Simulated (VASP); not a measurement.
A run of VASP 6.6.1 is set up as follows.

File INCAR:

```
SYSTEM = Sn3Te
ALGO     = Fast           ! electronic algorithm
EDIFF    = 1E-6           ! SCF threshold, eV
EDIFFG   = -0.01          ! ionic threshold
ENCUT    = 600            ! plane-wave cutoff, eV
GGA      = PE             ! functional
IBRION   = 2              ! ionic algorithm
ISIF     = 3              ! what is computed and relaxed
ISMEAR   = 0              ! smearing method
LASPH    = .True.         ! aspherical terms in the spheres
LCHARG   = .False.        ! write CHGCAR
LREAL    = .False.        ! projectors in reciprocal space
LWAVE    = .False.        ! write WAVECAR
NELM     = 60             ! most SCF steps
NSW      = 100            ! ionic steps
PREC     = Accurate       ! precision mode
SIGMA    = 0.1            ! smearing width, eV
```

The input KPOINTS:

```
k-points
0
Gamma
  6 6 6
  0 0 0
```

Contents of POSCAR:

```
Sn3Te
1.0
    6.0874217600      0.0000000000      0.0000000000
    0.0000000000      6.0874217600      0.0000000000
    0.0000000000      0.0000000000      6.0874217600
Sn Te
6 2
Direct
    0.2500000000      0.0000000000      0.5000000000
    0.7500000000      0.0000000000      0.5000000000
    0.0000000000      0.5000000000      0.2500000000
    0.0000000000      0.5000000000      0.7500000000
    0.5000000000      0.7500000000      0.0000000000
    0.5000000000      0.2500000000      0.0000000000
    0.0000000000      0.0000000000      0.0000000000
    0.5000000000      0.5000000000      0.5000000000
```

Potentials or basis: VASP PAW PBE potentials, release 64 (Sn_d, Te).

The run is started by

```console
$ cat potpaw_PBE.64/Sn_d/POTCAR potpaw_PBE.64/Te/POTCAR > POTCAR
$ mpirun -np 1 vasp_std > vasp.out
```

**Question.** Predict the space group after relaxing (to 0.1 Å).

**Answer.** Pm-3n (No. 223).

**Question.** Estimate the relaxed cell.

**Answer.** a = 6.170 Å, b = 6.170 Å, c = 6.170 Å, α = 90.00°, β = 90.00°, γ = 90.00°.

**Question.** What does it give for the band gap on the k mesh?

**Answer.** Zero (bands 48 and 49 overlap by 1.57 eV).

**Question.** Predict the relaxed volume.

**Answer.** 29.36 Å³/atom.

Step by step:
| step | energy change (eV) | largest force (eV/Å) | pressure (GPa) | volume (Å³) |
| --- | --- | --- | --- | --- |
| 1 | 0.0000 | 0.0000 | 1.92 | 225.58 |
| 2 | -0.0522 | 0.0000 | -0.35 | 236.81 |
| 3 | -0.0543 | 0.0000 | 0.00 | 234.89 |

Caveat: spin-orbit coupling is left out, which moves the levels of the heavy elements.
